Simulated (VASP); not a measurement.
# BAs (Pm-3m) in VASP: notebook

BAs is run at these levels: r2SCAN; tasks: single point.

Program: VASP 6.6.1. These are calculated values, not measurements. Logs are shortened: lines on timing, memory, paths and dates and some standing lists are left out, and cuts for length are marked.

## Step 1: The cell of the first run

The structure is cubic, space group Pm-3m (No. 221). The conventional cell has a = 2.925 Å, b = 2.925 Å, c = 2.925 Å, α = 90.00°, β = 90.00°, γ = 90.00°. Within 3.3 Å of B (site symmetry m-3m) lie 8 As at 2.53 Å and 6 B at 2.93 Å. Within 3.3 Å of As (site symmetry m-3m) lie 8 B at 2.53 Å and 6 As at 2.93 Å.

## Step 2: Single point, r2SCAN

Input file POSCAR:

```
BAs
1.0
    2.9251576732      0.0000000000      0.0000000000
    0.0000000000      2.9251576732      0.0000000000
    0.0000000000      0.0000000000      2.9251576732
B As
1 1
Direct
    0.0000000000      0.0000000000      0.0000000000
    0.5000000000      0.5000000000      0.5000000000
```

Input file INCAR.step1:

```
SYSTEM = BAs
ALGO = Normal
EDIFF = 1E-4
ENCUT = 520
GGA = PE
ISMEAR = -1
ISYM = 0
LASPH = .TRUE.
LCHARG = .FALSE.
LREAL = .FALSE.
LWAVE = .TRUE.
NBANDS = 11
NELM = 60
PREC = Accurate
SIGMA = 0.02
```

Input file INCAR.step2:

```
SYSTEM = BAs
ALGO = Normal
EDIFF = 1E-7
ENCUT = 520
ISIF = 2
ISMEAR = -1
ISTART = 1
ISYM = 0
LASPH = .TRUE.
LCHARG = .TRUE.
LELF = .TRUE.
LMIXTAU = .TRUE.
LREAL = .FALSE.
LVHAR = .TRUE.
LWAVE = .FALSE.
METAGGA = R2SCAN
NBANDS = 11
NELM = 60
PREC = Accurate
SIGMA = 0.02
```

Input file KPOINTS:

```
Automatic mesh
0
Gamma
  6 6 6
  0 0 0.5
```

Potentials or basis: VASP PAW PBE potentials, release 64 (B, As).

The run is started by

```console
$ cat potpaw_PBE.64/B/POTCAR potpaw_PBE.64/As/POTCAR > POTCAR
$ cp INCAR.step1 INCAR
$ mpirun -np 1 vasp_std > vasp.out
$ cp INCAR.step2 INCAR
$ mpirun -np 1 vasp_std > vasp.out
```

OUTCAR:

```text
SYSTEM = BAs
   EDIFF = 1E-7
   ENCUT = 520
   ISIF = 2
   ISMEAR = -1
   ISTART = 1
   ISYM = 0
   LASPH = .TRUE.
   LREAL = .FALSE.
   METAGGA = R2SCAN
   NELM = 60
   PREC = Accurate

 ion  position               nearest neighbor table
   1  0.000  0.000  0.000-   2 2.53   2 2.53   2 2.53   2 2.53   2 2.53   2 2.53   2 2.53   2 2.53

   2  0.500  0.500  0.500-   1 2.53   1 2.53   1 2.53   1 2.53   1 2.53   1 2.53   1 2.53   1 2.53

IMPORTANT INFORMATION: All symmetrisations will be switched off!
NOSYMM: (Re-)initialisation of all symmetry stuff for point group C_1.

----------------------------------------------------------------------------------------

                                     Primitive cell

  volume of cell :      25.0293

  direct lattice vectors                    reciprocal lattice vectors
     2.925157673  0.000000000  0.000000000     0.341861914  0.000000000  0.000000000
     0.000000000  2.925157673  0.000000000     0.000000000  0.341861914  0.000000000
     0.000000000  0.000000000  2.925157673     0.000000000  0.000000000  0.341861914

  length of vectors
     2.925157673  2.925157673  2.925157673     0.341861914  0.341861914  0.341861914

  position of ions in fractional coordinates (direct lattice)
     0.000000000  0.000000000  0.000000000
     0.500000000  0.500000000  0.500000000

  ion indices of the primitive-cell ions
   primitive index   ion index
                 1           1
                 2           2

----------------------------------------------------------------------------------------

 KPOINTS: Automatic mesh

Automatic generation of k-mesh.
 Grid dimensions read from file:
 generate k-points for:    6    6    6

 Generating k-lattice:

  Cartesian coordinates                     Fractional coordinates (reciprocal lattice)
     0.056976986  0.000000000  0.000000000     0.166666667  0.000000000  0.000000000
     0.000000000  0.056976986  0.000000000     0.000000000  0.166666667  0.000000000
     0.000000000  0.000000000  0.056976986     0.000000000  0.000000000  0.166666667

  Length of vectors
     0.056976986  0.056976986  0.056976986

  Shift w.r.t. Gamma in fractional coordinates (k-lattice)
     0.000000000  0.000000000  0.500000000

 Subroutine IBZKPT returns following result:
 ===========================================

 Found    324 irreducible k-points:

 Following reciprocal coordinates:
            Coordinates               Weight
  0.000000  0.000000  0.083333      2.000000
  0.083333  0.000000  0.000000      2.000000
  0.000000  0.083333  0.000000      2.000000
  0.166667  0.000000  0.083333      2.000000
  0.083333  0.166667  0.000000      2.000000
  0.000000  0.083333  0.166667      2.000000
[... 16 lines left out ...]
  0.000000 -0.083333  0.333333      2.000000
  0.000000 -0.333333  0.083333      2.000000
 [... further k-points ...]
   k-points           NKPTS =    324   k-points in BZ     NKDIM =    324   number of bands    NBANDS=     11
   number of dos      NEDOS =    301   number of ions     NIONS =      2
   total plane-waves  NPLWV =  13824
   dimension x,y,z NGX =    24 NGY =   24 NGZ =   24
   dimension x,y,z NGXF=    48 NGYF=   48 NGZF=   48
   ions per type =               1   1
   NGX,Y,Z   is equivalent  to a cutoff of  13.64, 13.64, 13.64 a.u.
   NGXF,Y,Z  is equivalent  to a cutoff of  27.28, 27.28, 27.28 a.u.
 SYSTEM =  BAs
   PREC   = accura    normal or accurate (medium, high low for compatibility)
   ISTART =      1    job   : 0-new  1-cont  2-samecut
   ICHARG =      0    charge: 1-file 2-atom 10-const
   ISPIN  =      1    spin polarized calculation?
   LNONCOLLINEAR =      F non collinear calculations
   LSORBIT =      F    spin-orbit coupling
   LASPH  =      T    aspherical Exc in radial PAW
   ENCUT  =  520.0 eV  38.22 Ry    6.18 a.u.   5.44  5.44  5.44*2*pi/ulx,y,z
   NELM   =     60;   NELMIN=  2; NELMDL=  0     # of ELM steps
   EDIFF  = 0.1E-06   stopping-criterion for ELM
   LREAL  =      F    real-space projection
   EDIFFG = 0.1E-05   stopping-criterion for IOM
   NSW    =      0    number of steps for IOM
   IBRION =     -1    ionic relax: 0-MD 1-quasi-New 2-CG
   NFREE  =      0    steps in history (QN), initial steepest desc. (CG)
   ISIF   =      2    stress and relaxation
   ISYM   =      0    0-nonsym 1-usesym 2-fastsym
   POTIM  = 0.5000    time-step for ionic-motion
   TEBEG  =    0.0;   TEEND  =   0.0 temperature during run
   PSTRESS=    0.0 pullay stress
   NELECT =       8.0000    total number of electrons
   NUPDOWN=      -1.0000    fix difference up-down
   EMIN   =  10.00;   EMAX   =-10.00  energy-range for DOS
   EFERMI =   0.00;   METHOD = LEGACY
   ISMEAR =    -1;   SIGMA  =   0.02  broadening in eV -4-tet -1-fermi 0-gaus
   EFERMI_NEDOS =   21; number of points for ismear=-14 and -15
   IALGO  =     38    algorithm
   IMIX   =      4    mixing-type and parameters
     AMIX     =   0.40;   BMIX     =  1.00
     AMIX_MAG =   1.60;   BMIX_MAG =  1.00
  volume/ion in A,a.u.               =      12.51        84.45
  Fermi-wavevector in a.u.,A,eV,Ry     =   1.119323  2.115214 17.046531  1.252885
  Thomas-Fermi vector in A             =   2.255961
   LORBIT       =      0    0 simple, 1 ext, 2 COOP (PROOUT), +10 PAW based schemes
   METAGGA = R2SCAN    functional components
   LHFCALC =     F    Hartree Fock is set to
   AEXX    =    0.0000 exact exchange contribution
   IVDW    =     0    specifies the selected vdW correction
   LEPSILON=     F    determine dielectric tensor
   LRPA    =     F    only Hartree local field effects (RPA)
 non-spin polarized calculation
  energy-cutoff  :      520.00
  volume of cell :       25.03
 maximum number of plane-waves:       687
 NGX is ok and might be reduce to    24
   NGX = 11   NGY = 11   NGZ = 11

 number of electron       8.0000000 magnetization

 Free energy of the ion-electron system (eV)
  ---------------------------------------------------
  ext. energy  EPLUGINS =         0.00000000
  ---------------------------------------------------
  free energy    TOTEN  =       -18.66884366 eV

  energy without entropy =      -18.66553394  energy(sigma->0) =      -18.66718880

 E-fermi :   7.3776     XC(G=0): -12.2121

 val. band max:        7.3650660282   @ k =   0.0000   0.0000   0.2500
 cond. band min:       7.3823028227   @ k =   0.1667   0.0833   0.3333
 fundamental gap:      0.0172367945
 Fermi energy:         7.3775502527

 k-point     1 :       0.0000    0.0000    0.0833
  band No.  band energies     occupation
      1      -9.3647      2.00000
      2       4.8188      2.00000
      3       6.4059      2.00000
      4       6.4059      2.00000
      5       7.9642      0.00000
      6      13.3956      0.00000
      7      14.1604      0.00000
      8      17.0021      0.00000
      9      17.0021      0.00000
     10      17.0835      0.00000
     11      26.6842      0.00000

 k-point     2 :       0.0833    0.0000    0.0000
  band No.  band energies     occupation
      1      -9.3647      2.00000
      2       4.8188      2.00000
      3       6.4059      2.00000
      4       6.4059      2.00000
      5       7.9642      0.00000
      6      13.3956      0.00000
      7      14.1604      0.00000
      8      17.0021      0.00000
      9      17.0021      0.00000
     10      17.0835      0.00000
     11      26.6842      0.00000

 k-point     3 :       0.0000    0.0833    0.0000
  band No.  band energies     occupation
      1      -9.3647      2.00000
      2       4.8188      2.00000
      3       6.4059      2.00000
      4       6.4059      2.00000
      5       7.9642      0.00000
      6      13.3956      0.00000
      7      14.1604      0.00000
      8      17.0021      0.00000
      9      17.0021      0.00000
     10      17.0835      0.00000
     11      26.6842      0.00000

 k-point     4 :       0.1667    0.0000    0.0833
  band No.  band energies     occupation
      1      -8.8966      2.00000
      2       2.8293      2.00000
      3       5.4468      2.00000
      4       6.8864      2.00000
      5       9.4312      0.00000
      6      14.3123      0.00000
      7      15.0508      0.00000
      8      15.9408      0.00000
      9      16.1580      0.00000
     10      17.4434      0.00000
     11      24.9427      0.00000

 k-point     5 :       0.0833    0.1667    0.0000
  band No.  band energies     occupation
      1      -8.8966      2.00000
      2       2.8293      2.00000
      3       5.4468      2.00000
      4       6.8864      2.00000
      5       9.4312      0.00000
      6      14.3123      0.00000
      7      15.0508      0.00000
      8      15.9408      0.00000
      9      16.1580      0.00000
     10      17.4434      0.00000
     11      24.9427      0.00000

 k-point     6 :       0.0000    0.0833    0.1667
  band No.  band energies     occupation
      1      -8.8966      2.00000
      2       2.8293      2.00000
      3       5.4468      2.00000
      4       6.8864      2.00000
      5       9.4312      0.00000
      6      14.3123      0.00000
      7      15.0508      0.00000
      8      15.9408      0.00000
      9      16.1580      0.00000
     10      17.4434      0.00000
     11      24.9427      0.00000

 k-point     7 :       0.0000    0.1667    0.0833
  band No.  band energies     occupation
      1      -8.8966      2.00000
      2       2.8293      2.00000
      3       5.4468      2.00000
      4       6.8864      2.00000
      5       9.4312      0.00000
      6      14.3123      0.00000
      7      15.0508      0.00000
      8      15.9408      0.00000
      9      16.1580      0.00000
     10      17.4434      0.00000
     11      24.9427      0.00000

 k-point     8 :      -0.1667    0.0833    0.0000
  band No.  band energies     occupation
      1      -8.8966      2.00000
      2       2.8293      2.00000
      3       5.4468      2.00000
      4       6.8864      2.00000
      5       9.4312      0.00000
      6      14.3123      0.00000
      7      15.0508      0.00000
      8      15.9408      0.00000
      9      16.1580      0.00000
     10      17.4434      0.00000
     11      24.9427      0.00000
[... 141 lines left out ...]
 k-point    19 :       0.0000    0.3333    0.0833
  band No.  band energies     occupation
      1      -7.5481      2.00000
      2      -1.1110      2.00000
      3       6.7849      2.00000
      4       8.2982      0.00000
      5      10.6904      0.00000
      6      11.9606      0.00000
      7      13.3455      0.00000
      8      14.7152      0.00000
      9      15.9684      0.00000
     10      21.8609      0.00000
     11      22.7728      0.00000

 k-point    20 :      -0.3333    0.0833    0.0000
  band No.  band energies     occupation
      1      -7.5481      2.00000
      2      -1.1110      2.00000
      3       6.7849      2.00000
      4       8.2982      0.00000
      5      10.6904      0.00000
      6      11.9606      0.00000
      7      13.3455      0.00000
      8      14.7152      0.00000
      9      15.9684      0.00000
     10      21.8609      0.00000
     11      22.7728      0.00000

 k-point    21 :      -0.0833    0.0000    0.3333
  band No.  band energies     occupation
      1      -7.5481      2.00000
      2      -1.1110      2.00000
      3       6.7849      2.00000
      4       8.2982      0.00000
      5      10.6904      0.00000
      6      11.9606      0.00000
      7      13.3455      0.00000
      8      14.7152      0.00000
      9      15.9684      0.00000
     10      21.8609      0.00000
     11      22.7728      0.00000

 k-point    22 :      -0.3333    0.0000    0.0833
  band No.  band energies     occupation
      1      -7.5481      2.00000
      2      -1.1110      2.00000
      3       6.7849      2.00000
      4       8.2982      0.00000
      5      10.6904      0.00000
      6      11.9606      0.00000
      7      13.3455      0.00000
      8      14.7152      0.00000
      9      15.9684      0.00000
     10      21.8609      0.00000
     11      22.7728      0.00000

 k-point    23 :       0.0000   -0.0833    0.3333
  band No.  band energies     occupation
      1      -7.5481      2.00000
      2      -1.1110      2.00000
      3       6.7849      2.00000
      4       8.2982      0.00000
      5      10.6904      0.00000
      6      11.9606      0.00000
      7      13.3455      0.00000
      8      14.7152      0.00000
      9      15.9684      0.00000
     10      21.8609      0.00000
     11      22.7728      0.00000

 k-point    24 :       0.0000   -0.3333    0.0833
  band No.  band energies     occupation
      1      -7.5481      2.00000
      2      -1.1110      2.00000
      3       6.7849      2.00000
      4       8.2982      0.00000
      5      10.6904      0.00000
      6      11.9606      0.00000
      7      13.3455      0.00000
      8      14.7152      0.00000
      9      15.9684      0.00000
     10      21.8609      0.00000
     11      22.7728      0.00000

 [... further k-points ...]
[... 5 lines left out ...]
  --------------------------------------------------------------------------------------
  -------------------------------------------------------------------------------------
  Total       -0.0777706     -0.0777703     -0.0777705      0.0000000     -0.0000000      0.0000000
  in kB       -4.9782665     -4.9782470     -4.9782624      0.0000021     -0.0000001      0.0000003
  external PRESSURE =      -4.9782587 kB  Pullay stress =       0.0000000 kB

 VOLUME and BASIS-vectors are now :
 -----------------------------------------------------------------------------
  energy-cutoff  :      520.00
  volume of cell :       25.03
      direct lattice vectors                 reciprocal lattice vectors
     2.925157673  0.000000000  0.000000000     0.341861914  0.000000000  0.000000000
     0.000000000  2.925157673  0.000000000     0.000000000  0.341861914  0.000000000
     0.000000000  0.000000000  2.925157673     0.000000000  0.000000000  0.341861914

 POSITION                                       TOTAL-FORCE (eV/Angst)
 -----------------------------------------------------------------------------------
      0.00000      0.00000      0.00000        -0.000000     -0.000000     -0.000000
      1.46258      1.46258      1.46258         0.000000      0.000000      0.000000
 -----------------------------------------------------------------------------------
    total drift:                                0.000000      0.000000      0.000000

  FREE ENERGIE OF THE ION-ELECTRON SYSTEM (eV)
  ---------------------------------------------------
  free  energy   TOTEN  =       -18.6688436575 eV

  energy  without entropy=      -18.6655339427  energy(sigma->0) =      -18.66718880
```

Wall time 1.9 min (1 thread of Intel Xeon Platinum 8559C (Emerald Rapids), shared host); peak memory 0.21 GiB.

What came out:

| Quantity | Value |
| --- | --- |
| Free energy | -18.6688 eV |
| Pressure | -0.5 GPa |
| Band gap on the k mesh | zero (band 4 reaches 9.23 eV, above the bottom of band 5 at 4.53 eV) |

Caveat: the PAW data sets were made with another functional, which shifts forces and pressure a little.

## Step 3: Single point, r2SCAN

POSCAR is that of step 2.

Input file INCAR.step1:

```
SYSTEM = BAs
ALGO = Normal
EDIFF = 1E-5
ENCUT = 660
GGA = PE
GGA_COMPAT = .FALSE.
ISMEAR = -1
ISYM = 0
LASPH = .TRUE.
LCHARG = .FALSE.
LREAL = .FALSE.
LWAVE = .TRUE.
NBANDS = 16
NELM = 120
PREC = Accurate
SIGMA = 0.02
```

Edit INCAR.step2 of step 2 so:

```diff
@@ -2,4 +2,5 @@
 ALGO = Normal
-EDIFF = 1E-7
-ENCUT = 520
+EDIFF = 1E-6
+ENCUT = 660
+GGA_COMPAT = .FALSE.
 ISIF = 2
@@ -16,4 +17,4 @@
 METAGGA = R2SCAN
-NBANDS = 11
-NELM = 60
+NBANDS = 16
+NELM = 120
 PREC = Accurate
```

KPOINTS is that of step 2.

Potentials or basis: VASP PAW PBE potentials, release 64 (B, As_d).

The run is started by

```console
$ cat potpaw_PBE.64/B/POTCAR potpaw_PBE.64/As_d/POTCAR > POTCAR
$ cp INCAR.step1 INCAR
$ mpirun -np 1 vasp_std > vasp.out
$ cp INCAR.step2 INCAR
$ mpirun -np 1 vasp_std > vasp.out
```

OUTCAR:

```text
SYSTEM = BAs
   EDIFF = 1E-6
   ENCUT = 660
   ISIF = 2
   ISMEAR = -1
   ISTART = 1
   ISYM = 0
   LASPH = .TRUE.
   LREAL = .FALSE.
   METAGGA = R2SCAN
   NELM = 120
   PREC = Accurate

 ion  position               nearest neighbor table
   1  0.000  0.000  0.000-   2 2.53   2 2.53   2 2.53   2 2.53   2 2.53   2 2.53   2 2.53   2 2.53

   2  0.500  0.500  0.500-   1 2.53   1 2.53   1 2.53   1 2.53   1 2.53   1 2.53   1 2.53   1 2.53

IMPORTANT INFORMATION: All symmetrisations will be switched off!
NOSYMM: (Re-)initialisation of all symmetry stuff for point group C_1.

----------------------------------------------------------------------------------------

                                     Primitive cell

  volume of cell :      25.0293

  direct lattice vectors                    reciprocal lattice vectors
     2.925157673  0.000000000  0.000000000     0.341861914  0.000000000  0.000000000
     0.000000000  2.925157673  0.000000000     0.000000000  0.341861914  0.000000000
     0.000000000  0.000000000  2.925157673     0.000000000  0.000000000  0.341861914

  length of vectors
     2.925157673  2.925157673  2.925157673     0.341861914  0.341861914  0.341861914

[... 124 lines left out ...]
  free energy    TOTEN  =       -18.70568970 eV

  energy without entropy =      -18.70243846  energy(sigma->0) =      -18.70406408

 E-fermi :   5.9412     XC(G=0): -13.2122

 val. band max:        5.9276068895   @ k =   0.0000   0.2500   0.0000
 cond. band min:       5.9470914285   @ k =   0.1667   0.0833   0.3333
 fundamental gap:      0.0194845390
 Fermi energy:         5.9412131527

 k-point     1 :       0.0000    0.0000    0.0833
  band No.  band energies     occupation
      1     -31.4142      2.00000
      2     -31.4112      2.00000
      3     -31.3640      2.00000
      4     -31.3640      2.00000
      5     -31.3630      2.00000
      6     -10.8012      2.00000
[... 433 lines left out ...]
      3     -31.3749      2.00000
      4     -31.3736      2.00000
      5     -31.3630      2.00000
      6      -8.9817      2.00000
[... 8 lines left out ...]
     15      20.4611      0.00000
     16      21.5617      0.00000

 [... further k-points ...]
[... 5 lines left out ...]
  --------------------------------------------------------------------------------------
  -------------------------------------------------------------------------------------
  Total       -0.1161006     -0.1161012     -0.1161003      0.0000002     -0.0000000     -0.0000002
  in kB       -7.4318575     -7.4318937     -7.4318328      0.0000113     -0.0000001     -0.0000106
  external PRESSURE =      -7.4318614 kB  Pullay stress =       0.0000000 kB

 VOLUME and BASIS-vectors are now :
 -----------------------------------------------------------------------------
  energy-cutoff  :      660.00
  volume of cell :       25.03
      direct lattice vectors                 reciprocal lattice vectors
     2.925157673  0.000000000  0.000000000     0.341861914  0.000000000  0.000000000
     0.000000000  2.925157673  0.000000000     0.000000000  0.341861914  0.000000000
     0.000000000  0.000000000  2.925157673     0.000000000  0.000000000  0.341861914

 POSITION                                       TOTAL-FORCE (eV/Angst)
 -----------------------------------------------------------------------------------
      0.00000      0.00000      0.00000        -0.000000     -0.000000      0.000000
      1.46258      1.46258      1.46258         0.000000      0.000000     -0.000000
 -----------------------------------------------------------------------------------
    total drift:                                0.000000      0.000000     -0.000000

  FREE ENERGIE OF THE ION-ELECTRON SYSTEM (eV)
  ---------------------------------------------------
  free  energy   TOTEN  =       -18.7056897040 eV

  energy  without entropy=      -18.7024384566  energy(sigma->0) =      -18.70406408
```

Run time: 4.5 min. Hardware: 1 thread of Intel Xeon 6975P-C (Granite Rapids), shared host; peak memory 0.3 GiB.

What came out:

* Free energy: -18.7057 eV
* Pressure: -0.7 GPa
* Band gap on the k mesh: zero (band 9 reaches 7.79 eV, above the bottom of band 10 at 3.09 eV)

Caveat: the PAW data sets were made with another functional, which shifts forces and pressure a little.
